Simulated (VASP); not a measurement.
# NiO2 (P-3m1) in VASP: notebook

NiO2 is run at these levels: PBEsol; tasks: single point.

Program: VASP 6.6.1. These are calculated values, not measurements. Logs are shortened: lines on timing, memory, paths and dates and some standing lists are left out, and cuts for length are marked.

### Step 1. The cell of the first run

The structure is trigonal, space group P-3m1 (No. 164). Conventional cell: a = 2.713 Å, b = 2.713 Å, c = 5.234 Å, α = 90.00°, β = 90.00°, γ = 120.00°. Ni (site symmetry -3m) has 6 O at 1.75 Å within 2.3 Å. Within 2.3 Å of O (site symmetry 3m) lie 3 Ni at 1.75 Å and 3 O at 2.22 Å.

### Step 2. Single point, PBEsol

The input, INCAR:

```
  PREC = Accurate
  ENCUT = 700
  EDIFF = 1E-6
  ISMEAR = 0
  SIGMA = 0.05
  LREAL = F
  LASPH = T
  NELM = 120
  ALGO = Normal
  ISIF = 2
  LWAVE = F
  LCHARG = F
  GGA = PS
  NBANDS = 22
  GGA_COMPAT = F
```

The input, KPOINTS:

```
Automatic mesh
0
Gamma
  12 12 6
```

The input, POSCAR:

```
NiO2
1.0
    2.7134934025      0.0000000000      0.0000000000
   -1.3567467013      2.3499542196      0.0000000000
    0.0000000000      0.0000000000      5.2343287735
Ni O
1 2
Direct
    0.0000000000      0.0000000000      0.5000000000
    0.6666666667      0.3333333333      0.6499533987
    0.3333333333      0.6666666667      0.3500466013
```

Potentials or basis: VASP PAW PBE potentials, release 64 (Ni_sv_GW, O).

Started as:

```sh
cat potpaw_PBE.64/Ni_sv_GW/POTCAR potpaw_PBE.64/O/POTCAR > POTCAR
mpirun -np 1 vasp_std > vasp.out
```

OUTCAR:

```text
PREC = Accurate
   ENCUT = 700
   EDIFF = 1E-6
   ISMEAR = 0
   LREAL = F
   LASPH = T
   NELM = 120
   ISIF = 2
   GGA = PS

 ion  position               nearest neighbor table
   1  0.000  0.000  0.500-   2 1.75   3 1.75   2 1.75   3 1.75   2 1.75   3 1.75
   2  0.667  0.333  0.650-   1 1.75   1 1.75   1 1.75
   3  0.333  0.667  0.350-   1 1.75   1 1.75   1 1.75

  LATTYP: Found a hexagonal cell.
 ALAT       =     2.7134934025
 C/A-ratio  =     1.9290000000

  Lattice vectors:

 A1 = (   2.7134934025,   0.0000000000,   0.0000000000)
 A2 = (  -1.3567467013,   2.3499542196,   0.0000000000)
 A3 = (   0.0000000000,   0.0000000000,   5.2343287735)

Analysis of symmetry for initial positions (statically):
=====================================================================
 Subroutine PRICEL returns:
 Original cell was already a primitive cell.

 Routine SETGRP: Setting up the symmetry group for a
 hexagonal supercell.

 Subroutine GETGRP returns: Found 12 space group operations
 (whereof 12 operations were pure point group operations)
 out of a pool of 24 trial point group operations.

The static configuration has the point symmetry D_3d.

Analysis of symmetry for dynamics (positions and initial velocities):
=====================================================================
 Subroutine PRICEL returns:
 Original cell was already a primitive cell.

 Routine SETGRP: Setting up the symmetry group for a
 hexagonal supercell.

 Subroutine GETGRP returns: Found 12 space group operations
 (whereof 12 operations were pure point group operations)
 out of a pool of 24 trial point group operations.

The dynamic configuration has the point symmetry D_3d.

 Subroutine INISYM returns: Found 12 space group operations
 (whereof 12 operations are pure point group operations),
 and found     1 'primitive' translations

----------------------------------------------------------------------------------------

                                     Primitive cell

  volume of cell :      33.3771

  direct lattice vectors                    reciprocal lattice vectors
     2.713493403  0.000000000  0.000000000     0.368528628  0.212770102  0.000000000
    -1.356746701  2.349954220  0.000000000     0.000000000  0.425540205  0.000000000
     0.000000000  0.000000000  5.234328773     0.000000000  0.000000000  0.191046463

  length of vectors
     2.713493403  2.713493403  5.234328773     0.425540205  0.425540205  0.191046463

  position of ions in fractional coordinates (direct lattice)
     0.000000000  0.000000000  0.500000000
     0.666666667  0.333333333  0.649953399
     0.333333333  0.666666667  0.350046601

  ion indices of the primitive-cell ions
   primitive index   ion index
                 1           1
                 2           2
                 3           3

----------------------------------------------------------------------------------------

 KPOINTS: Automatic mesh

Automatic generation of k-mesh.
 Grid dimensions read from file:
 generate k-points for:   12   12    6

 Generating k-lattice:

  Cartesian coordinates                     Fractional coordinates (reciprocal lattice)
     0.030710719  0.017730842  0.000000000     0.083333333  0.000000000  0.000000000
     0.000000000  0.035461684  0.000000000     0.000000000  0.083333333  0.000000000
     0.000000000  0.000000000  0.031841077     0.000000000  0.000000000  0.166666667

  Length of vectors
     0.035461684  0.035461684  0.031841077

  Shift w.r.t. Gamma in fractional coordinates (k-lattice)
     0.000000000  0.000000000  0.000000000

 Subroutine IBZKPT returns following result:
 ===========================================

 Found    100 irreducible k-points:

 Following reciprocal coordinates:
            Coordinates               Weight
  0.000000  0.000000  0.000000      1.000000
  0.083333  0.000000  0.000000      6.000000
  0.166667  0.000000  0.000000      6.000000
  0.250000  0.000000  0.000000      6.000000
  0.333333  0.000000  0.000000      6.000000
  0.416667  0.000000  0.000000      6.000000
[... 16 lines left out ...]
  0.166667  0.000000  0.166667      6.000000
  0.000000  0.166667  0.166667      6.000000
 [... further k-points ...]
   k-points           NKPTS =    100   k-points in BZ     NKDIM =    100   number of bands    NBANDS=     22
   number of dos      NEDOS =    301   number of ions     NIONS =      3
   total plane-waves  NPLWV =  27648
   dimension x,y,z NGX =    24 NGY =   24 NGZ =   48
   dimension x,y,z NGXF=    48 NGYF=   48 NGZF=   96
   ions per type =               1   2
   NGX,Y,Z   is equivalent  to a cutoff of  14.70, 14.70, 15.25 a.u.
   NGXF,Y,Z  is equivalent  to a cutoff of  29.41, 29.41, 30.49 a.u.
 SYSTEM =  unknown system
   PREC   = accura    normal or accurate (medium, high low for compatibility)
   ISTART =      0    job   : 0-new  1-cont  2-samecut
   ICHARG =      2    charge: 1-file 2-atom 10-const
   ISPIN  =      1    spin polarized calculation?
   LNONCOLLINEAR =      F non collinear calculations
   LSORBIT =      F    spin-orbit coupling
   LASPH  =      T    aspherical Exc in radial PAW
   ENCUT  =  700.0 eV  51.45 Ry    7.17 a.u.   5.85  5.85 11.29*2*pi/ulx,y,z
   NELM   =    120;   NELMIN=  2; NELMDL= -5     # of ELM steps
   EDIFF  = 0.1E-05   stopping-criterion for ELM
   LREAL  =      F    real-space projection
   EDIFFG = 0.1E-04   stopping-criterion for IOM
   NSW    =      0    number of steps for IOM
   IBRION =     -1    ionic relax: 0-MD 1-quasi-New 2-CG
   NFREE  =      0    steps in history (QN), initial steepest desc. (CG)
   ISIF   =      2    stress and relaxation
   ISYM   =      2    0-nonsym 1-usesym 2-fastsym
   POTIM  = 0.5000    time-step for ionic-motion
   TEBEG  =    0.0;   TEEND  =   0.0 temperature during run
   PSTRESS=    0.0 pullay stress
   NELECT =      30.0000    total number of electrons
   NUPDOWN=      -1.0000    fix difference up-down
   EMIN   =  10.00;   EMAX   =-10.00  energy-range for DOS
   EFERMI =   0.00;   METHOD = LEGACY
   ISMEAR =     0;   SIGMA  =   0.05  broadening in eV -4-tet -1-fermi 0-gaus
   EFERMI_NEDOS =   21; number of points for ismear=-14 and -15
   IALGO  =     38    algorithm
   IMIX   =      4    mixing-type and parameters
     AMIX     =   0.40;   BMIX     =  1.00
     AMIX_MAG =   1.60;   BMIX_MAG =  1.00
  volume/ion in A,a.u.               =      11.13        75.08
  Fermi-wavevector in a.u.,A,eV,Ry     =   1.579909  2.985596 33.961690  2.496114
  Thomas-Fermi vector in A             =   2.680217
   LORBIT       =      0    0 simple, 1 ext, 2 COOP (PROOUT), +10 PAW based schemes
   GGA     = PS    functional components
   LHFCALC =     F    Hartree Fock is set to
   AEXX    =    0.0000 exact exchange contribution
   IVDW    =     0    specifies the selected vdW correction
   LEPSILON=     F    determine dielectric tensor
   LRPA    =     F    only Hartree local field effects (RPA)
 non-spin polarized calculation
 Gauss-broadening in eV      SIGMA  =   0.05
  energy-cutoff  :      700.00
  volume of cell :       33.38
 maximum number of plane-waves:      1420
   NGX = 11   NGY = 11   NGZ = 23

 number of electron      29.9999978 magnetization

 Free energy of the ion-electron system (eV)
  ---------------------------------------------------
  ext. energy  EPLUGINS =         0.00000000
  ---------------------------------------------------
  free energy    TOTEN  =       -18.94191614 eV

  energy without entropy =      -18.94191614  energy(sigma->0) =      -18.94191614

 E-fermi :   2.2196     XC(G=0): -10.2064

 val. band max:        1.9574749939   @ k =   0.0000   0.0000   0.5000
 cond. band min:       3.1767102983   @ k =   0.3333   0.0000   0.3333
 fundamental gap:      1.2192353044
 Fermi energy:         2.2195687811

 k-point     1 :       0.0000    0.0000    0.0000
  band No.  band energies     occupation
      1    -102.6567      2.00000
      2     -63.3473      2.00000
      3     -63.3473      2.00000
      4     -62.7892      2.00000
      5     -19.7541      2.00000
      6     -15.6855      2.00000
[... 14 lines left out ...]
     21      19.9703      0.00000
     22      22.0969      0.00000

 k-point     2 :       0.0833    0.0000    0.0000
  band No.  band energies     occupation
      1    -102.6565      2.00000
      2     -63.3534      2.00000
      3     -63.3488      2.00000
      4     -62.7885      2.00000
      5     -19.6347      2.00000
      6     -15.7316      2.00000
[... 14 lines left out ...]
     21      20.0636      0.00000
     22      21.4106      0.00000

 k-point     3 :       0.1667    0.0000    0.0000
  band No.  band energies     occupation
      1    -102.6548      2.00000
      2     -63.3693      2.00000
      3     -63.3526      2.00000
      4     -62.7862      2.00000
      5     -19.2915      2.00000
      6     -15.8634      2.00000
[... 14 lines left out ...]
     21      20.1021      0.00000
     22      20.2743      0.00000

 k-point     4 :       0.2500    0.0000    0.0000
  band No.  band energies     occupation
      1    -102.6527      2.00000
      2     -63.3912      2.00000
      3     -63.3578      2.00000
      4     -62.7831      2.00000
      5     -18.7714      2.00000
      6     -16.0640      2.00000
[... 14 lines left out ...]
     21      18.8864      0.00000
     22      20.2505      0.00000

 k-point     5 :       0.3333    0.0000    0.0000
  band No.  band energies     occupation
      1    -102.6508      2.00000
      2     -63.4131      2.00000
      3     -63.3630      2.00000
      4     -62.7801      2.00000
      5     -18.1541      2.00000
      6     -16.3156      2.00000
[... 14 lines left out ...]
     21      17.6597      0.00000
     22      20.1002      0.00000

 k-point     6 :       0.4167    0.0000    0.0000
  band No.  band energies     occupation
      1    -102.6492      2.00000
      2     -63.4289      2.00000
      3     -63.3669      2.00000
      4     -62.7778      2.00000
      5     -17.5452      2.00000
      6     -16.6179      2.00000
[... 14 lines left out ...]
     21      17.0148      0.00000
     22      20.4560      0.00000

 k-point     7 :       0.5000    0.0000    0.0000
  band No.  band energies     occupation
      1    -102.6486      2.00000
      2     -63.4348      2.00000
      3     -63.3682      2.00000
      4     -62.7771      2.00000
      5     -17.1090      2.00000
      6     -16.9314      2.00000
[... 324 lines left out ...]
      6     -15.6919      2.00000
[... 14 lines left out ...]
     21      20.6326      0.00000
     22      22.0977      0.00000

 k-point    21 :       0.0833    0.0000    0.1667
  band No.  band energies     occupation
      1    -102.6563      2.00000
      2     -63.3533      2.00000
      3     -63.3488      2.00000
      4     -62.7884      2.00000
      5     -19.6326      2.00000
      6     -15.7375      2.00000
[... 14 lines left out ...]
     21      20.6412      0.00000
     22      21.4908      0.00000

 k-point    22 :       0.0000    0.0833    0.1667
  band No.  band energies     occupation
      1    -102.6563      2.00000
      2     -63.3533      2.00000
      3     -63.3488      2.00000
      4     -62.7884      2.00000
      5     -19.6325      2.00000
      6     -15.7375      2.00000
[... 14 lines left out ...]
     21      20.6394      0.00000
     22      21.4389      0.00000

 k-point    23 :       0.1667    0.0000    0.1667
  band No.  band energies     occupation
      1    -102.6548      2.00000
      2     -63.3694      2.00000
      3     -63.3526      2.00000
      4     -62.7862      2.00000
      5     -19.2896      2.00000
      6     -15.8680      2.00000
[... 14 lines left out ...]
     21      20.0646      0.00000
     22      20.9844      0.00000

 k-point    24 :       0.0000    0.1667    0.1667
  band No.  band energies     occupation
      1    -102.6548      2.00000
      2     -63.3694      2.00000
      3     -63.3526      2.00000
      4     -62.7862      2.00000
      5     -19.2895      2.00000
      6     -15.8684      2.00000
[... 14 lines left out ...]
     21      19.9486      0.00000
     22      20.7583      0.00000

 [... further k-points ...]

------------------------ aborting loop because EDIFF is reached ----------------------------------------

  FORCE on cell =-STRESS in cart. coord.  units (eV):
  Direction    XX          YY          ZZ          XY          YZ          ZX
  --------------------------------------------------------------------------------------
  -------------------------------------------------------------------------------------
  Total        9.1194605      9.1194605      6.7976370     -0.0000000      0.0000000     -0.0000000
  in kB      437.7544411    437.7544411    326.3017346     -0.0000000      0.0000000     -0.0000000
  external PRESSURE =     400.6035389 kB  Pullay stress =       0.0000000 kB

 VOLUME and BASIS-vectors are now :
 -----------------------------------------------------------------------------
  energy-cutoff  :      700.00
  volume of cell :       33.38
      direct lattice vectors                 reciprocal lattice vectors
     2.713493403  0.000000000  0.000000000     0.368528628  0.212770102  0.000000000
    -1.356746701  2.349954220  0.000000000     0.000000000  0.425540205  0.000000000
     0.000000000  0.000000000  5.234328773     0.000000000  0.000000000  0.191046463

 POSITION                                       TOTAL-FORCE (eV/Angst)
 -----------------------------------------------------------------------------------
      0.00000      0.00000      2.61716         0.000000      0.000000     -0.000000
      1.35675      0.78332      3.40207         0.000000     -0.000000      4.467156
     -0.00000      1.56664      1.83226        -0.000000      0.000000     -4.467156
 -----------------------------------------------------------------------------------
    total drift:                               -0.000000     -0.000000      0.000000

  FREE ENERGIE OF THE ION-ELECTRON SYSTEM (eV)
  ---------------------------------------------------
  free  energy   TOTEN  =       -18.9419161360 eV

  energy  without entropy=      -18.9419161360  energy(sigma->0) =      -18.94191614
```

It took 63 s on 1 thread of Intel Xeon Platinum 8488C (Sapphire Rapids), shared host; peak memory 0.27 GiB.

Results:

```yaml
Free_energy: -18.9419 eV
Pressure: 40.1 GPa
Largest_force: 4.467 eV/Å
Band_gap_on_the_k_mesh: 1.22 eV (least direct gap 1.82 eV)
```

Forces in eV/Å, atoms in the order of the input:
```
Ni   0.000  0.000  0.000
O    0.000  0.000  4.467
O    0.000  0.000 -4.467
```

Caveat: the stress differs along the axes, from 33 to 44 GPa; the PAW data sets were made with another functional, which shifts forces and pressure a little; the run has no spin polarisation, though such a crystal can be magnetic.

[end of part 1 of 2]
